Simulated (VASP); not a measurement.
# Al3GaN4 (P-43m) in VASP: a series of runs

Runs on Al3GaN4. Level: PBEsol. Tasks: single point.

Everything below comes from runs of VASP 6.6.1. Logs are shortened: lines on timing, memory, paths and dates and some standing lists are left out, and cuts for length are marked.

### Step 1. The cell of the first run

It takes space group P-43m (No. 215, cubic). Conventional cell: a = 4.275 Å, b = 4.275 Å, c = 4.275 Å, α = 90.00°, β = 90.00°, γ = 90.00°. Within 2.4 Å of Al (site symmetry -42m) lie 4 N at 1.84 Å. Within 2.5 Å of Ga (site symmetry -43m) lie 4 N at 1.89 Å. N (site symmetry 3m) has 3 Al at 1.84 Å and 1 Ga at 1.89 Å within 2.4 Å.

### Step 2. Single point, PBEsol

INCAR reads:

```
  PREC = Accurate
  ENCUT = 520
  EDIFF = 1E-6
  ISMEAR = 0
  SIGMA = 0.05
  LREAL = False
  LASPH = True
  NELM = 80
  ALGO = Normal
  ISIF = 2
  LWAVE = False
  LCHARG = False
  GGA = PS
  NBANDS = 31
```

KPOINTS reads:

```
regular mesh
0
Gamma
  6 6 6
```

POSCAR reads:

```
Al3GaN4
1.0
    4.2749048883      0.0000000000      0.0000000000
    0.0000000000      4.2749048883      0.0000000000
    0.0000000000      0.0000000000      4.2749048883
Al Ga N
3 1 4
Direct
    0.5000000000      0.5000000000      0.0000000000
    0.5000000000      0.0000000000      0.5000000000
    0.0000000000      0.5000000000      0.5000000000
    0.0000000000      0.0000000000      0.0000000000
    0.7447140287      0.7447140287      0.2552859713
    0.7447140287      0.2552859713      0.7447140287
    0.2552859713      0.7447140287      0.7447140287
    0.2552859713      0.2552859713      0.2552859713
```

Potentials or basis: VASP PAW PBE potentials, release 64 (Al, Ga_d, N).

On the command line:

```
cat potpaw_PBE.64/Al/POTCAR potpaw_PBE.64/Ga_d/POTCAR potpaw_PBE.64/N/POTCAR > POTCAR
mpirun -np 1 vasp_std > vasp.out
```

OUTCAR:

```text
PREC = Accurate
   ENCUT = 520
   EDIFF = 1E-6
   ISMEAR = 0
   LREAL = False
   LASPH = True
   NELM = 80
   ISIF = 2
   GGA = PS

 ion  position               nearest neighbor table
   1  0.500  0.500  0.000-   5 1.84   6 1.84   7 1.84   8 1.84   3 3.02   4 3.02   2 3.02   2 3.02
                             3 3.02   2 3.02   4 3.02   2 3.02   3 3.02   4 3.02   3 3.02   4 3.02
   2  0.500  0.000  0.500-   5 1.84   6 1.84   7 1.84   8 1.84   3 3.02   4 3.02   1 3.02   1 3.02
                             4 3.02   1 3.02   3 3.02   1 3.02   3 3.02   4 3.02   4 3.02   3 3.02
   3  0.000  0.500  0.500-   5 1.84   6 1.84   7 1.84   8 1.84   2 3.02   4 3.02   1 3.02   1 3.02
                             4 3.02   2 3.02   4 3.02   4 3.02   1 3.02   2 3.02   1 3.02   2 3.02
   4  0.000  0.000  0.000-   5 1.89   6 1.89   7 1.89   8 1.89   2 3.02   3 3.02   1 3.02   2 3.02
                             3 3.02   1 3.02   3 3.02   3 3.02   1 3.02   2 3.02   2 3.02   1 3.02
   5  0.745  0.745  0.255-   1 1.84   2 1.84   3 1.84   4 1.89
   6  0.745  0.255  0.745-   1 1.84   2 1.84   3 1.84   4 1.89
   7  0.255  0.745  0.745-   1 1.84   2 1.84   3 1.84   4 1.89
   8  0.255  0.255  0.255-   1 1.84   2 1.84   3 1.84   4 1.89

  LATTYP: Found a simple cubic cell.
 ALAT       =     4.2749048883

  Lattice vectors:

 A1 = (   4.2749048883,   0.0000000000,   0.0000000000)
 A2 = (   0.0000000000,   4.2749048883,   0.0000000000)
 A3 = (   0.0000000000,   0.0000000000,   4.2749048883)

Analysis of symmetry for initial positions (statically):
=====================================================================
 Subroutine PRICEL returns:
 Original cell was already a primitive cell.

 Routine SETGRP: Setting up the symmetry group for a
 simple cubic supercell.

 Subroutine GETGRP returns: Found 24 space group operations
 (whereof 24 operations were pure point group operations)
 out of a pool of 48 trial point group operations.

The static configuration has the point symmetry T_d .

Analysis of symmetry for dynamics (positions and initial velocities):
=====================================================================
 Subroutine PRICEL returns:
 Original cell was already a primitive cell.

 Routine SETGRP: Setting up the symmetry group for a
 simple cubic supercell.

 Subroutine GETGRP returns: Found 24 space group operations
 (whereof 24 operations were pure point group operations)
 out of a pool of 48 trial point group operations.

The dynamic configuration has the point symmetry T_d .

 Subroutine INISYM returns: Found 24 space group operations
 (whereof 24 operations are pure point group operations),
 and found     1 'primitive' translations

[... 110 lines left out ...]
   TEBEG  =    0.0;   TEEND  =   0.0 temperature during run
   PSTRESS=    0.0 pullay stress
   NELECT =      42.0000    total number of electrons
   NUPDOWN=      -1.0000    fix difference up-down
   EMIN   =  10.00;   EMAX   =-10.00  energy-range for DOS
   EFERMI =   0.00;   METHOD = LEGACY
   ISMEAR =     0;   SIGMA  =   0.05  broadening in eV -4-tet -1-fermi 0-gaus
   EFERMI_NEDOS =   21; number of points for ismear=-14 and -15
   IALGO  =     38    algorithm
   IMIX   =      4    mixing-type and parameters
     AMIX     =   0.40;   BMIX     =  1.00
     AMIX_MAG =   1.60;   BMIX_MAG =  1.00
  volume/ion in A,a.u.               =       9.77        65.90
  Fermi-wavevector in a.u.,A,eV,Ry     =   1.331164  2.515535 24.109481  1.771997
  Thomas-Fermi vector in A             =   2.460196
   LORBIT       =      0    0 simple, 1 ext, 2 COOP (PROOUT), +10 PAW based schemes
   GGA     = PS    functional components
   LHFCALC =     F    Hartree Fock is set to
   AEXX    =    0.0000 exact exchange contribution
   IVDW    =     0    specifies the selected vdW correction
   LEPSILON=     F    determine dielectric tensor
   LRPA    =     F    only Hartree local field effects (RPA)
 non-spin polarized calculation
 Gauss-broadening in eV      SIGMA  =   0.05
  energy-cutoff  :      520.00
  volume of cell :       78.12
 maximum number of plane-waves:      2176
 NGX is ok and might be reduce to    32
   NGX = 15   NGY = 15   NGZ = 15

 number of electron      42.0000003 magnetization

 Free energy of the ion-electron system (eV)
  ---------------------------------------------------
  ext. energy  EPLUGINS =         0.00000000
  ---------------------------------------------------
  free energy    TOTEN  =       -59.47872822 eV

  energy without entropy =      -59.47872822  energy(sigma->0) =      -59.47872822

 E-fermi :   6.8394     XC(G=0): -11.7583

 val. band max:        6.5454896602   @ k =   0.1667   0.1667   0.0000
 cond. band min:       9.9167363853   @ k =   0.0000   0.0000   0.0000
 fundamental gap:      3.3712467251
 Fermi energy:         6.8393988838

 k-point     1 :       0.0000    0.0000    0.0000
  band No.  band energies     occupation
      1      -9.2324      2.00000
      2      -7.0501      2.00000
      3      -7.0501      2.00000
      4      -7.0501      2.00000
      5      -6.0175      2.00000
      6      -6.0175      2.00000
[... 669 lines left out ...]
     30      17.7184      0.00000
     31      17.7414      0.00000

------------------------ aborting loop because EDIFF is reached ----------------------------------------

  FORCE on cell =-STRESS in cart. coord.  units (eV):
  Direction    XX          YY          ZZ          XY          YZ          ZX
  --------------------------------------------------------------------------------------
  -------------------------------------------------------------------------------------
  Total       10.5832081     10.5832081     10.5832081      0.0000000      0.0000000     -0.0000000
  in kB      217.0443807    217.0443807    217.0443807      0.0000000      0.0000000     -0.0000000
  external PRESSURE =     217.0443807 kB  Pullay stress =       0.0000000 kB

 VOLUME and BASIS-vectors are now :
 -----------------------------------------------------------------------------
  energy-cutoff  :      520.00
  volume of cell :       78.12
      direct lattice vectors                 reciprocal lattice vectors
     4.274904888  0.000000000  0.000000000     0.233923333  0.000000000  0.000000000
     0.000000000  4.274904888  0.000000000     0.000000000  0.233923333  0.000000000
     0.000000000  0.000000000  4.274904888     0.000000000  0.000000000  0.233923333

 POSITION                                       TOTAL-FORCE (eV/Angst)
 -----------------------------------------------------------------------------------
      2.13745      2.13745      0.00000         0.000000      0.000000      0.000000
      2.13745      0.00000      2.13745         0.000000     -0.000000     -0.000000
      0.00000      2.13745      2.13745         0.000000      0.000000     -0.000000
      0.00000      0.00000      0.00000         0.000000      0.000000      0.000000
      3.18358      3.18358      1.09132        -0.007770     -0.007770      0.007770
      3.18358      1.09132      3.18358        -0.007770      0.007770     -0.007770
      1.09132      3.18358      3.18358         0.007770     -0.007770     -0.007770
      1.09132      1.09132      1.09132         0.007770      0.007770      0.007770
 -----------------------------------------------------------------------------------
    total drift:                                0.000000      0.000000      0.000000

  FREE ENERGIE OF THE ION-ELECTRON SYSTEM (eV)
  ---------------------------------------------------
  free  energy   TOTEN  =       -59.4787282247 eV

  energy  without entropy=      -59.4787282247  energy(sigma->0) =      -59.47872822
```

OSZICAR:

```text
N       E                     dE             d eps       ncg     rms          rms(c)
DAV:   1     0.323755432759E+03    0.32376E+03   -0.19494E+04  1382   0.170E+03
DAV:   2    -0.251057404377E+02   -0.34886E+03   -0.32473E+03  1484   0.462E+02
DAV:   3    -0.673031773368E+02   -0.42197E+02   -0.41668E+02  1387   0.127E+02
DAV:   4    -0.689072183620E+02   -0.16040E+01   -0.15992E+01  1673   0.278E+01
DAV:   5    -0.689421718311E+02   -0.34953E-01   -0.34940E-01  1467   0.377E+00    0.171E+01
DAV:   6    -0.594858786079E+02    0.94563E+01   -0.26492E+01  1941   0.586E+01    0.582E+00
DAV:   7    -0.595667943607E+02   -0.80916E-01   -0.34218E+00  1493   0.114E+01    0.414E+00
DAV:   8    -0.595071849694E+02    0.59609E-01   -0.46635E-01  1644   0.726E+00    0.926E-01
DAV:   9    -0.594787867753E+02    0.28398E-01   -0.10244E-01  1917   0.489E+00    0.437E-01
DAV:  10    -0.594786218713E+02    0.16490E-03   -0.12448E-02  1535   0.663E-01    0.171E-01
DAV:  11    -0.594787333006E+02   -0.11143E-03   -0.78303E-04  1920   0.414E-01    0.218E-02
DAV:  12    -0.594787281910E+02    0.51096E-05   -0.20151E-04  1819   0.197E-01    0.151E-02
DAV:  13    -0.594787283157E+02   -0.12470E-06   -0.11075E-05  1950   0.453E-02    0.729E-03
DAV:  14    -0.594787282247E+02    0.90985E-07   -0.30687E-06  1304   0.102E-02
   1 F= -.59478728E+02 E0= -.59478728E+02  d E =-.157987E-17
```

stdout:

```text
POSCAR found type information on POSCAR AlGaN
 POSCAR found :  3 types and       8 ions
 scaLAPACK will be used
 -----------------------------------------------------------------------------
|                                                                             |
|                                                                             |
|     You enforced a specific xc type in the INCAR file but a different       |
|     I HOPE YOU KNOW WHAT YOU ARE DOING!                                     |
|                                                                             |
 -----------------------------------------------------------------------------

 LDA part: xc-table for (Slater+PW92), standard interpolation
 POSCAR, INCAR and KPOINTS ok, starting setup
 FFT: planning ... GRIDC
 FFT: planning ... GRID_SOFT
 FFT: planning ... GRID
 WAVECAR not read
 entering main loop
```

Wall time 36 s (1 thread of Intel Xeon 6975P-C, shared host); peak memory 0.2 GiB.

Results:

| Quantity | Value |
| --- | --- |
| Free energy | -59.4787 eV |
| Pressure | 21.7 GPa |
| Largest force | 0.013 eV/Å |
| Band gap on the k mesh | 3.37 eV, indirect (least direct gap 3.38 eV) |

Forces on the atoms (eV/Å):
```
Al   0.000  0.000  0.000
Al   0.000  0.000  0.000
Al   0.000  0.000  0.000
Ga   0.000  0.000  0.000
N   -0.008 -0.008  0.008
N   -0.008  0.008 -0.008
N    0.008 -0.008 -0.008
N    0.008  0.008  0.008
```

Caveat: the PAW data sets were made with another functional, which shifts forces and pressure a little.

### Step 3. Single point, PBEsol

This run uses another cell than the first one, of 10.07 Å³/atom, 1.031 times its volume.

INCAR reads:

```
SYSTEM = Al3GaN4
  PREC = Accurate
  ENCUT = 520
  EDIFF = 1E-6
  ISMEAR = 0
  SIGMA = 0.05
  LREAL = .FALSE.
  LASPH = .TRUE.
  NELM = 80
  ALGO = Normal
  ISIF = 2
  LWAVE = .FALSE.
  LCHARG = .TRUE.
  GGA = PS
  LELF = .TRUE.
  LVHAR = .TRUE.
  NBANDS = 31
```

KPOINTS reads:

```
regular mesh
0
G
  6 6 6
  0 0 0
```

Edit POSCAR of step 2 so:

```diff
@@ -2,5 +2,5 @@
 1.0
-    4.2749048883      0.0000000000      0.0000000000
-    0.0000000000      4.2749048883      0.0000000000
-    0.0000000000      0.0000000000      4.2749048883
+    4.3189760727      0.0000000000      0.0000000000
+    0.0000000000      4.3189760727      0.0000000000
+    0.0000000000      0.0000000000      4.3189760727
 Al Ga N
```

Potentials or basis: VASP PAW PBE potentials, release 64 (Al, Ga_d, N).

On the command line:

```
cat potpaw_PBE.64/Al/POTCAR potpaw_PBE.64/Ga_d/POTCAR potpaw_PBE.64/N/POTCAR > POTCAR
mpirun -np 1 vasp_std > vasp.out
```

Wall time 42 s (1 thread of Intel Xeon 6975P-C, shared host); peak memory 0.2 GiB.

Results (log left out):

```yaml
Free_energy: -59.7471 eV
Pressure: 13.5 GPa
Band_gap_on_the_k_mesh: 3.35 eV, indirect (least direct gap 3.36 eV)
```

Forces on the atoms (eV/Å):
```
Al   0.000  0.000  0.000
Al   0.000  0.000  0.000
Al   0.000  0.000  0.000
Ga   0.000  0.000  0.000
N   -0.002 -0.002  0.002
N   -0.002  0.002 -0.002
N    0.002 -0.002 -0.002
N    0.002  0.002  0.002
```

Levels at points of the mesh, in eV from the valence-band top:
| k point | band 19 | band 20 | band 21 | band 22 | band 23 | band 24 |
| --- | --- | --- | --- | --- | --- | --- |
| (0.00, 0.00, 0.00) | -0.01 | -0.01 | -0.01 | 3.35 | 3.35 | 3.35 |
| (0.50, 0.00, 0.00) | -1.29 | -0.98 | -0.98 | 5.81 | 5.88 | 6.19 |
| (0.50, 0.50, 0.00) | -0.56 | -0.56 | -0.56 | 7.71 | 7.71 | 7.76 |
| (0.50, 0.50, 0.50) | -0.38 | -0.38 | -0.38 | 5.99 | 7.42 | 7.42 |

Caveat: the PAW data sets were made with another functional, which shifts forces and pressure a little. A k mesh can miss the band edges.

### Step 4. Single point, PBEsol

This run uses another cell than the first one, of 10.38 Å³/atom, 1.063 times its volume.

INCAR reads:

```
PREC = Accurate ; ENCUT = 520
EDIFF = 1E-6 ; ISMEAR = 0
SIGMA = 0.05 ; LREAL = False
LASPH = True ; NELM = 100
ALGO = Normal ; ISIF = 2
LWAVE = False ; LCHARG = False
GGA = PS ; NBANDS = 31
```

KPOINTS reads:

```
regular mesh
0
Gamma
  6 6 6
```

Edit POSCAR of step 3 so:

```diff
@@ -2,5 +2,5 @@
 1.0
-    4.3189760727      0.0000000000      0.0000000000
-    0.0000000000      4.3189760727      0.0000000000
-    0.0000000000      0.0000000000      4.3189760727
+    4.3630472571      0.0000000000      0.0000000000
+    0.0000000000      4.3630472571      0.0000000000
+    0.0000000000      0.0000000000      4.3630472571
 Al Ga N
```

On the command line:

```
cat potpaw_PBE.64/Al/POTCAR potpaw_PBE.64/Ga_d/POTCAR potpaw_PBE.64/N/POTCAR > POTCAR
mpirun -np 1 vasp_std > vasp.out
```

Wall time 33 s (1 thread of Intel Xeon 6975P-C, shared host); peak memory 0.2 GiB.

It converged, with:

```
Free energy            : -59.9014 eV
Pressure               : 6.3 GPa
Largest force          : 0.005 eV/Å
Band gap on the k mesh : 3.34 eV, indirect (the least direct gap lies 2.3 meV higher)
```

Forces on the atoms (eV/Å):
```
Al   0.000  0.000  0.000
Al   0.000  0.000  0.000
Al   0.000  0.000  0.000
Ga   0.000  0.000  0.000
N    0.003  0.003 -0.003
N    0.003 -0.003  0.003
N   -0.003  0.003  0.003
N   -0.003 -0.003 -0.003
```

Levels at points of the mesh, in eV from the valence-band top:
```csv
k point,band 19,band 20,band 21,band 22,band 23,band 24
"(0.00, 0.00, 0.00)",0.00,0.00,0.00,3.34,3.34,3.34
"(0.50, 0.00, 0.00)",-1.25,-0.96,-0.96,5.67,5.73,6.12
"(0.50, 0.50, 0.00)",-0.55,-0.55,-0.55,7.54,7.59,7.59
"(0.50, 0.50, 0.50)",-0.38,-0.38,-0.38,5.72,7.17,7.17
```

Caveat: the PAW data sets were made with another functional, which shifts forces and pressure a little.

(Continued in part 2 of 2.)
